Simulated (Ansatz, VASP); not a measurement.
**One calculation of AlNi3, two programs**

```xyz
4
Lattice="3.4994 0.0000 0.0000 0.0000 3.4994 0.0000 0.0000 0.0000 3.4994" Properties=species:S:1:pos:R:3 pbc="T T T"
Ni    1.7497    1.7497    0.0000
Ni    1.7497    0.0000    1.7497
Ni    0.0000    1.7497    1.7497
Al    0.0000    0.0000    0.0000
```

Change from the starting cell: volume scaled by 0.98.

Alike in both runs: task single point; functional LDA; k mesh 8 × 8 × 8; occupations fermi-dirac, width 0.05 eV; collinear spin.

|  | VASP | Ansatz |
| --- | --- | --- |
| version | VASP 6.6.1 | Ansatz 0.2.0 |
| potentials or method | VASP PAW LDA potentials, release 64 (Ni, Al), cutoff 520 eV | all-electron LAPW, scalar-relativistic |

Ansatz gave:

```
gap on the k mesh at the Fermi level (eV)                     : none
pressure (GPa)                                                : -3.6
net moment per atom (μB)                                      : 0.11
size of the moment on the site where the two differ most (μB) : 0.16
```

Question: Estimate VASP's values.

Answer: gap on the k mesh at the Fermi level (eV): none; pressure (GPa): -3.2; net moment per atom (μB): 0.08; size of the moment on the site where the two differ most (μB): 0.11.

LDA's correlation is that of Perdew and Zunger in VASP and of Perdew and Wang (1992) in Ansatz. Site moments also hang on the region over which each program counts them. A gap of «none» marks a metal or a gap that the smearing closes. Ansatz ran all-electron here, and VASP with PAW potentials.
